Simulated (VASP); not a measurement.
## Si2Ni: single point with PBEsol

Si2Ni:

```
CELL_PARAMETERS angstrom
0.00000 2.69570 2.69570
2.69570 0.00000 2.69570
2.69570 2.69570 0.00000
ATOMIC_POSITIONS crystal
Si 0.25000 0.25000 0.25000
Si 0.75000 0.75000 0.75000
Ni 0.00000 0.00000 0.00000
```

```
Program             : VASP 6.6.1
Task                : single point
Functional          : PBEsol
Potentials or basis : VASP PAW PBE potentials, release 64 (Si, Ni)
Cutoff              : 520 eV
k mesh              : 18 × 18 × 18
Occupations         : gaussian, width 0.15 eV
Spin                : no spin polarisation
```

```json
{"Pressure": "0.0 GPa", "Band gap on the k mesh": "zero (bands 9 and 10 overlap by 2.13 eV)"}
```

Levels at points of the mesh, in eV from the Fermi level:
| k point | band 5 | band 6 | band 7 | band 8 | band 9 | band 10 | band 11 | band 12 | band 13 | band 14 |
| --- | --- | --- | --- | --- | --- | --- | --- | --- | --- | --- |
| (0.00, 0.00, 0.00) | -3.57 | -3.57 | -0.21 | 1.72 | 1.72 | 1.72 | 2.24 | 2.24 | 2.24 | 4.73 |
| (0.50, 0.00, 0.00) | -3.78 | -3.39 | -3.39 | -1.46 | -1.46 | 1.76 | 1.81 | 1.81 | 2.66 | 9.21 |
| (0.50, 0.50, 0.00) | -4.56 | -3.67 | -3.67 | -3.50 | -3.16 | -0.41 | 1.33 | 7.76 | 8.38 | 8.38 |

Wall time 73 s on 1 thread of AMD EPYC 9R45 96-Core Processor (Zen 5), on a shared host, peak memory 0.21 GiB.

Caveat: the PAW data sets were made with another functional, which shifts forces and pressure a little. Spin polarisation is off, so any magnetic state and its effect on volume and gap are missing.
